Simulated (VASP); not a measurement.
Wanted: the native input for a VASP 6.6.1 run.

- Task: single point
- Functional: PBE
- Potentials or basis: VASP PAW PBE potentials, release 64 (Cd)
- Cutoff: 520 eV
- k mesh: 6 × 6 × 1
- Occupations: gaussian, width 0.1 eV
- Spin: no spin polarisation
- Dipole correction: yes
- Further INCAR settings: ALGO = Normal; EDIFF = 1e-07; NBANDS = 19

The structure of Cd lies in POSCAR:

```
Cd
1.0
    3.3649750000      0.0000000000      0.0000000000
    0.0000000000      3.3649750000      0.0000000000
    0.0000000000      0.0000000000     17.0000000000
Cd
2
Direct
    0.5000000000      0.5000000000      0.4216138600
    0.5000000000      0.5000000000      0.5783861400
```

The cell was generated, and may not be a known phase.

These files were run (other wordings do the same):

INCAR

```
SYSTEM = Cd
ALGO     = Normal         ! electronic algorithm
DIPOL    = 0.5 0.5 0.500
EDIFF    = 1E-7           ! SCF threshold, eV
ENCUT    = 520            ! plane-wave cutoff, eV
GGA      = PE             ! functional
IDIPOL   = 3            
ISIF     = 2              ! what is computed and relaxed
ISMEAR   = 0              ! smearing method
LASPH    = .TRUE.         ! aspherical terms in the spheres
LCHARG   = .TRUE.         ! write CHGCAR
LDIPOL   = .TRUE.       
LELF     = .TRUE.         ! ELF
LREAL    = .FALSE.        ! projectors in reciprocal space
LVACPOTAV= .TRUE.       
LVHAR    = .TRUE.       
LWAVE    = .FALSE.        ! write WAVECAR
NBANDS   = 19             ! bands
NELM     = 80             ! most SCF steps
PREC     = Accurate       ! precision mode
SIGMA    = 0.1            ! smearing width, eV
```

KPOINTS

```
k-points
0
G
  6 6 1
  0 0 0
```

Potentials or basis: VASP PAW PBE potentials, release 64 (Cd).

The run is started by

```bash
$ cat potpaw_PBE.64/Cd/POTCAR > POTCAR
$ mpirun -np 1 vasp_std > vasp.out
```

Results of the run:

- Largest force: 1.062 eV/Å
- Band gap on the k mesh: zero (bands 12 and 13 overlap by 1.70 eV)

Wall time 37 s on 1 thread of Intel(R) Xeon(R) Platinum 8559C (Emerald Rapids), with other jobs on the host, peak memory 0.3 GiB.
